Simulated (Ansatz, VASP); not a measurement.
# Ge: VASP beside Ansatz

INCAR

```
SYSTEM = Ge
PREC = Accurate ; ENCUT = 520
EDIFF = 1E-6 ; ISMEAR = 0
SIGMA = 0.15 ; LREAL = .FALSE.
LASPH = .TRUE. ; NELM = 80
ALGO = Normal ; ISIF = 2
LWAVE = .FALSE. ; LCHARG = .FALSE.
GGA = PS ; NBANDS = 21
```

The input KPOINTS:

```
Automatic mesh
0
G
  14 14 14
  0 0 0
```

File POSCAR:

```
Ge
1.0
    0.0000000000      2.7669151457      2.7669151457
    2.7669151457      0.0000000000      2.7669151457
    2.7669151457      2.7669151457      0.0000000000
Ge
2
Direct
    0.5000000000      0.5000000000      0.5000000000
    0.7500000000      0.7500000000      0.7500000000
```

Input for Ansatz:

```yaml
crystal:
  lattice:
    - [0.0, 2.7669151457, 2.7669151457]
    - [2.7669151457, 0.0, 2.7669151457]
    - [2.7669151457, 2.7669151457, 0.0]
  atoms:
    - { symbol: Ge, position: [0.5, 0.5, 0.5] }
    - { symbol: Ge, position: [0.75, 0.75, 0.75] }
basis:
  ecutwfc: 420
kpoints:
  mp_grid: { grid: [14, 14, 14] }
hamiltonian:
  xc: pbesol
  pseudopotentials: { kind: paw, azcp: { folder: soft_1 } }
scf:
  occupations: { method: gaussian, width: 0.15 }
output:
  forces: true
  stress: true
  eigenvalues: true
```

Change from the starting cell: mode 4 frozen in at +0.000 Å, equal normal strain along x, y and z -0.0250.

Alike in both runs: task single point; functional PBEsol; k mesh 14 × 14 × 14; occupations gaussian, width 0.15 eV; no spin polarisation.

```csv
,VASP,Ansatz
version,VASP 6.6.1,Ansatz 0.2.0
potentials or method,"VASP PAW PBE potentials, release 64 (Ge_d), cutoff 520 eV","scalar-relativistic, plane waves, PAW"
valence electrons in the cell,28,28
```

VASP gave:

```
gap on the k mesh at the Fermi level (eV) : 0.33
least direct gap on the mesh (eV)         : 0.61
pressure (GPa)                            : 6.0
```

Task: Estimate Ansatz's values.

Result: gap on the k mesh at the Fermi level (eV): 0.33; least direct gap on the mesh (eV): 0.60; pressure (GPa): 6.1.

VASP's potentials were made for PBE, not for PBEsol, and Ansatz warns of the same on its side.
